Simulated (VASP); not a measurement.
# LiH in VASP: notebook, part 2 of 2

VASP 6.6.1. Earlier steps stand in the parts before.

## 3. Single point, HSE06 (strain +0.3%)

Input file POSCAR:

```
LiH
1.0
    0.0000000000      2.0048678053      2.0048678053
    2.0048678053      0.0000000000      2.0048678053
    2.0048678053      2.0048678053      0.0000000000
Li H
1 1
Direct
    0.0000000000      0.0000000000      0.0000000000
    0.5000000000      0.5000000000      0.5000000000
```

Input file INCAR.step1:

```
PREC     = Accurate       # precision mode
ENCUT    = 520            # plane-wave cutoff, eV
EDIFF    = 1E-5           # SCF threshold, eV
ISMEAR   = 0              # smearing method
SIGMA    = 0.01           # smearing width, eV
LREAL    = F              # projectors in reciprocal space
LASPH    = T              # aspherical terms in the spheres
NELM     = 80             # most SCF steps
ALGO     = Normal         # electronic algorithm
ISIF     = 2              # what is computed and relaxed
LWAVE    = T              # write WAVECAR
LCHARG   = F              # write CHGCAR
NBANDS   = 9              # bands
GGA      = PE             # functional
```

Input file INCAR.step2:

```
PREC     = Accurate       # precision mode
ENCUT    = 520            # plane-wave cutoff, eV
EDIFF    = 1E-6           # SCF threshold, eV
ISMEAR   = 0              # smearing method
SIGMA    = 0.01           # smearing width, eV
LREAL    = F              # projectors in reciprocal space
LASPH    = T              # aspherical terms in the spheres
NELM     = 80             # most SCF steps
ALGO     = Normal         # electronic algorithm
ISIF     = 2              # what is computed and relaxed
LWAVE    = F              # write WAVECAR
LCHARG   = F              # write CHGCAR
GGA      = PE             # functional
LHFCALC  = T              # exact exchange
HFSCREEN = 0.2079         # screening, 1/A
PRECFOCK = Normal       
NBANDS   = 9              # bands
ISTART   = 1
```

Input file KPOINTS:

```
regular mesh
0
Gamma
  8 8 8
```

Potentials or basis: VASP PAW PBE potentials, release 64 (Li_sv, H).

Run with:

```sh
$ cat potpaw_PBE.64/Li_sv/POTCAR potpaw_PBE.64/H/POTCAR > POTCAR
$ cp INCAR.step1 INCAR
$ mpirun -np 1 vasp_std > vasp.out
$ cp INCAR.step2 INCAR
$ mpirun -np 1 vasp_std > vasp.out
```

Run time: 2.9 min. Hardware: 1 thread of Intel Xeon Platinum 8259CL at 2.50GHz (Skylake/Cascade Lake), shared host; peak memory 0.24 GiB.

It converged, with:

* Free energy: -6.7864 eV
* Band gap on the k mesh: 3.97 eV

Levels at points of the mesh, in eV from the valence-band top:
```csv
k point,band 1,band 2,band 3,band 4,band 5,band 6,band 7
"(0.00, 0.00, 0.00)",-47.29,-6.07,17.93,19.46,19.46,19.46,24.06
"(0.50, 0.00, 0.00)",-47.24,-2.87,5.96,15.25,18.01,18.01,20.60
"(0.50, 0.50, 0.00)",-47.22,0.00,3.97,12.17,12.17,15.27,18.92
```

Caveat: the cell differs from its parent crystal (strain +0.3%); the cutoff is under 1.25 times the usual one of these potentials, so pressure, stress and relaxed cells hold a basis-set (Pulay) error; the PAW data sets were made with another functional, which shifts forces and pressure a little.

## 4. Single point, HSE06 (biaxial xy strain -5.6%)

Input file POSCAR:

```
LiH
1.0
    0.0000000000      1.8861585274      1.9984726927
    1.8861585274      0.0000000000      1.9984726927
    1.8861585274      1.8861585274      0.0000000000
Li H
1 1
Direct
    0.0000000000      0.0000000000      0.0000000000
    0.5000000000      0.5000000000      0.5000000000
```

Input file INCAR.step1:

```
SYSTEM = LiH
ALGO = Normal
EDIFF = 1E-5
ENCUT = 520
GGA = PE
ISIF = 2
ISMEAR = 0
LASPH = .TRUE.
LCHARG = .FALSE.
LREAL = .FALSE.
LWAVE = .TRUE.
NBANDS = 9
NELM = 60
PREC = Accurate
SIGMA = 0.01
```

Input file INCAR.step2:

```
SYSTEM = LiH
ALGO = Normal
EDIFF = 1E-7
ENCUT = 520
GGA = PE
HFSCREEN = 0.2079
ISIF = 2
ISMEAR = 0
ISTART = 1
LASPH = .TRUE.
LCHARG = .FALSE.
LHFCALC = .TRUE.
LREAL = .FALSE.
LWAVE = .FALSE.
NBANDS = 9
NELM = 60
PREC = Accurate
PRECFOCK = Normal
SIGMA = 0.01
```

Input file KPOINTS:

```
k-points
0
G
  8 8 8
  0 0 0
```

Potentials or basis: VASP PAW PBE potentials, release 64 (Li_sv, H).

Run with:

```sh
$ cat potpaw_PBE.64/Li_sv/POTCAR potpaw_PBE.64/H/POTCAR > POTCAR
$ cp INCAR.step1 INCAR
$ mpirun -np 1 vasp_std > vasp.out
$ cp INCAR.step2 INCAR
$ mpirun -np 1 vasp_std > vasp.out
```

OUTCAR:

```text
SYSTEM = LiH
   EDIFF = 1E-7
   ENCUT = 520
   GGA = PE
   HFSCREEN = 0.2079
   ISIF = 2
   ISMEAR = 0
   ISTART = 1
   LASPH = .TRUE.
   LHFCALC = .TRUE.
   LREAL = .FALSE.
   NELM = 60
   PREC = Accurate
   PRECFOCK = Normal

 ion  position               nearest neighbor table
   1  0.000  0.000  0.000-
   2  0.500  0.500  0.500-

  LATTYP: Found a body centered tetragonal cell.
 ALAT       =     2.6674309702
 C/A-ratio  =     1.4984250502

  Lattice vectors:

[... 480 lines left out ...]

 [... further k-points ...]

------------------------ aborting loop because EDIFF is reached ----------------------------------------

  FORCE on cell =-STRESS in cart. coord.  units (eV):
  Direction    XX          YY          ZZ          XY          YZ          ZX
  --------------------------------------------------------------------------------------
  -------------------------------------------------------------------------------------
  Total        0.6210949      0.6210949      0.0861179      0.0000000      0.0000000      0.0000000
  in kB       69.9816121     69.9816121      9.7032979      0.0000000      0.0000000      0.0000000
  external PRESSURE =      49.8888407 kB  Pullay stress =       0.0000000 kB

 VOLUME and BASIS-vectors are now :
 -----------------------------------------------------------------------------
  energy-cutoff  :      520.00
  volume of cell :       14.22
      direct lattice vectors                 reciprocal lattice vectors
     0.000000000  1.886158527  1.998472693    -0.265089065  0.265089065  0.250191059
     1.886158527  0.000000000  1.998472693     0.265089065 -0.265089065  0.250191059
     1.886158527  1.886158527  0.000000000     0.265089065  0.265089065 -0.250191059

 POSITION                                       TOTAL-FORCE (eV/Angst)
 -----------------------------------------------------------------------------------
      0.00000      0.00000      0.00000         0.000000      0.000000      0.000000
      1.88616      1.88616      1.99847         0.000000     -0.000000      0.000000
 -----------------------------------------------------------------------------------
    total drift:                               -0.000000     -0.000000      0.000000

  FREE ENERGIE OF THE ION-ELECTRON SYSTEM (eV)
  ---------------------------------------------------
  free  energy   TOTEN  =        -6.7524541040 eV

  energy  without entropy=       -6.7524541040  energy(sigma->0) =       -6.75245410
```

OUTCAR.step1:

```text
SYSTEM = LiH
   EDIFF = 1E-5
   ENCUT = 520
   GGA = PE
   ISIF = 2
   ISMEAR = 0
[... 511 lines left out ...]
      0.00000      0.00000      0.00000        -0.000000      0.000000      0.000000
      1.88616      1.88616      1.99847         0.000000     -0.000000      0.000000
 -----------------------------------------------------------------------------------
    total drift:                                0.000000      0.000000      0.000000

  FREE ENERGIE OF THE ION-ELECTRON SYSTEM (eV)
  ---------------------------------------------------
  free  energy   TOTEN  =        -6.0872555761 eV

  energy  without entropy=       -6.0872555761  energy(sigma->0) =       -6.08725558
```

Run time: 9.3 min. Hardware: 1 thread of Intel Xeon Platinum 8259CL at 2.50GHz (Skylake/Cascade Lake), shared host; peak memory 0.23 GiB.

What came out:

* Free energy: -6.7525 eV
* Band gap on the k mesh: 3.15 eV (least direct gap 3.67 eV)

Caveat: the cell differs from its parent crystal (biaxial xy strain -5.6%); the cutoff is under 1.25 times the usual one of these potentials, so pressure, stress and relaxed cells hold a basis-set (Pulay) error; the PAW data sets were made with another functional, which shifts forces and pressure a little. A k mesh can miss the band edges.

## 5. Summary

| cell | gap on the mesh (eV) |
| --- | --- |
| a = 2.826 Å, angles 60.0°, 2 atoms | 3.96 |
| a = 2.835 Å, angles 60.0°, 2 atoms | 3.97 |
| a = 2.748, b = 2.748, c = 2.667 Å, angles 61.0, 61.0, 58.1°, 2 atoms | 3.15 |

Alike in all rows: task single point; level HSE06; potentials or basis VASP PAW PBE potentials, release 64 (Li_sv, H); no spin polarisation; k mesh 8 × 8 × 8; cutoff (eV) 520; smearing gaussian 0.01 eV.

Caveats: the cutoff is under 1.25 times the usual one of these potentials, so pressure, stress and relaxed cells hold a basis-set (Pulay) error; the PAW data sets were made with another functional, which shifts forces and pressure a little.

Absolute energies hang on the potentials; compare differences alone.
